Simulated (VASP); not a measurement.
Here is a VASP 6.6.1 calculation.

POSCAR

```
Ti
1.0
   -1.7478369846      1.6258948694      1.6258948694
    1.7478369846     -1.6258948694      1.6258948694
    1.7478369846      1.6258948694     -1.6258948694
Ti
1
Direct
    0.0000000000      0.0000000000      0.0000000000
```

File INCAR.step1:

```
SYSTEM = Ti
PREC = Accurate ; ENCUT = 520
ISMEAR = 0 ; SIGMA = 0.15
LREAL = .FALSE. ; LASPH = .TRUE.
NELM = 80 ; NBANDS = 12
GGA = PE ; ALGO = Normal
EDIFF = 1E-4 ; LWAVE = .TRUE.
LCHARG = .FALSE.
```

The input INCAR.step2:

```
SYSTEM = Ti
PREC = Accurate ; ENCUT = 520
EDIFF = 1E-6 ; ISMEAR = 0
SIGMA = 0.15 ; LREAL = .FALSE.
LASPH = .TRUE. ; NELM = 80
ALGO = Normal ; ISIF = 2
LWAVE = .FALSE. ; LCHARG = .TRUE.
METAGGA = R2SCAN ; LMIXTAU = .TRUE.
LELF = .TRUE. ; LVHAR = .TRUE.
NBANDS = 12 ; ISTART = 1
```

File KPOINTS:

```
Automatic mesh
0
G
  26 26 26
  0 0 0
```

Potentials or basis: VASP PAW PBE potentials, release 64 (Ti_sv).

Launch:

```console
$ cat potpaw_PBE.64/Ti_sv/POTCAR > POTCAR
$ cp INCAR.step1 INCAR
$ mpirun -np 1 vasp_std > vasp.out
$ cp INCAR.step2 INCAR
$ mpirun -np 1 vasp_std > vasp.out
```

Question: Estimate the band gap on the k mesh.

Answer: Zero (bands 6 and 7 overlap by 1.69 eV).

Question: Estimate the pressure.

Answer: -6.5 GPa.

Stress tensor (GPa, compression positive):
```
-4.76  0.00  0.00
 0.00 -7.41  0.00
 0.00  0.00 -7.41
```

Caveat: the cell differs from its parent crystal (strain +0.0750 x Voigt [1, 0, 0, 0, 0, 0]); the cell stands under tension; the PAW data sets were made with another functional, which shifts forces and pressure a little.
